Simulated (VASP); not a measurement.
Write the native input for VASP 6.6.1 that does the following.

```
Task                      : relaxation of the atoms
Functional                : PBE
Potentials or basis       : VASP PAW PBE potentials, release 64 (O, Ba_sv)
Cutoff                    : 520 eV
k mesh                    : 9 × 9 × 1
Occupations               : gaussian, width 0.05 eV
Spin                      : no spin polarisation
Dipole correction         : yes
Atoms held fixed (from 0) : [0, 5, 1, 6]
Further INCAR settings    : ALGO = Normal; EDIFF = 1e-07; NELMDL = -8; IBRION = 2; EDIFFG = -0.04; NSW = 60
```

The structure of Ba4O5 lies in POSCAR:

```
Ba4O5
1.0
    3.8890873000      0.0000000000      0.0000000000
   -1.9445436500      3.3680484000      0.0000000000
    0.0000000000      0.0000000000     30.7017059139
O Ba
5 4
Selective dynamics
Direct
    0.3333333300      0.6666666700      0.2931433200  F F F
    0.0000000000      0.0000000000      0.3965716600  F F F
    0.6666666700      0.3333333300      0.5000000000  T T T
    0.3333333300      0.6666666700      0.6034283400  T T T
    0.0000000000      0.0000000000      0.7068566800  T T T
    0.6666666700      0.3333333300      0.3448574900  F F F
    0.3333333300      0.6666666700      0.4482858300  F F F
    0.0000000000      0.0000000000      0.5517141700  T T T
    0.6666666700      0.3333333300      0.6551425100  T T T
```

One way to write it, as run:

INCAR

```
  PREC = Accurate
  ENCUT = 520
  EDIFF = 1E-7
  ISMEAR = 0
  SIGMA = 0.05
  LREAL = F
  LASPH = T
  NELM = 120
  ALGO = Normal
  ISIF = 2
  LWAVE = F
  LCHARG = F
  LDIPOL = T
  IDIPOL = 3
  DIPOL = 0.5 0.5 0.500
  GGA = PE
  IBRION = 2
  NSW = 60
  EDIFFG = -0.04
  GGA_COMPAT = F
  NELMIN = 4
  NELMDL = -8
  KPAR = 4
```

KPOINTS

```
regular mesh
0
Gamma
  9 9 1
```

Potentials or basis: VASP PAW PBE potentials, release 64 (O, Ba_sv).

Command:

```bash
$ cat potpaw_PBE.64/O/POTCAR potpaw_PBE.64/Ba_sv/POTCAR > POTCAR
$ mpirun -np 4 vasp_std > vasp.out
```

Results of the run:

```
Energy gained by relaxing : 95.1 meV/atom
Ionic steps               : 8
Band gap on the k mesh    : zero (bands 35 and 36 overlap by 0.09 eV)
```

Caveat: spin-orbit coupling is left out, which moves the levels of the heavy elements.

Wall time 29 min on 4 MPI ranks on Intel(R) Xeon(R) Platinum 8259CL CPU @ 2.50GHz (Skylake/Cascade Lake) (shared host), peak memory 0.65 GiB a rank.
